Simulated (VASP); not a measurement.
**Sn4O9 (a cell with a defect): single point with PBE**

Crystal: Sn4O9 (a cell with a defect).

```xyz
13
Lattice="0.0000 4.8272 -3.2382 0.0000 -4.8272 -3.2382 -4.8272 0.0000 3.2382" Properties=species:S:1:pos:R:3 pbc="T T T"
Sn   -2.3878   -2.2569   -1.6797
Sn   -2.2913    2.4738   -1.6796
Sn    0.1491    0.0663   -0.1223
Sn    0.1162    0.0334   -3.2369
O    -3.8568   -0.7877   -1.6796
O    -3.7719   -0.8728    1.5586
O    -1.3577    0.6436   -4.5098
O    -0.8297    1.0122   -1.6796
O    -3.2777    1.5552   -0.0534
O    -3.3085   -3.1294   -0.0800
O    -1.5152   -1.3362   -3.2792
O    -1.3727   -1.3670   -0.0676
O    -0.4613   -3.2870   -2.0875
```

```
Program             : VASP 6.6.1
Task                : single point
Functional          : PBE
Potentials or basis : VASP PAW PBE potentials, release 64 (Sn_d, O)
Cutoff              : 520 eV
k mesh              : 3 × 3 × 3
Occupations         : gaussian, width 0.02 eV
Spin                : no spin polarisation
```

The pressure is 10.0 GPa, the largest force is 0.195 eV/Å and the band gap on the k mesh is 0.69 eV.

Forces on the atoms (eV/Å):
```
Sn   0.003 -0.003  0.002
Sn  -0.001  0.001 -0.001
Sn   0.007 -0.009 -0.009
Sn   0.009 -0.008  0.009
O    0.004 -0.005  0.000
O    0.022 -0.022  0.000
O   -0.135 -0.113  0.081
O   -0.017  0.016  0.000
O   -0.008 -0.011 -0.001
O   -0.025 -0.016  0.008
O    0.016  0.025 -0.008
O    0.012  0.010  0.001
O    0.114  0.135 -0.082
```

Stress tensor (GPa, compression positive):
```
 8.46 -3.59 -3.16
-3.59  8.46 -3.16
-3.16 -3.16 13.01
```

Levels at points of the mesh, in eV from the valence-band top:
```tsv
k point	band 53	band 54	band 55	band 56	band 57	band 58
(0.00, 0.00, 0.00)	-0.86	-0.54	-0.52	0.69	4.08	4.20
```

It took 2.7 min on 1 thread of Intel(R) Xeon(R) Platinum 8488C (Sapphire Rapids) (shared host), peak memory 0.34 GiB.

Caveat: the k points lie up to 0.45 Å⁻¹ apart; spin-orbit coupling is left out, which moves the levels of the heavy elements.
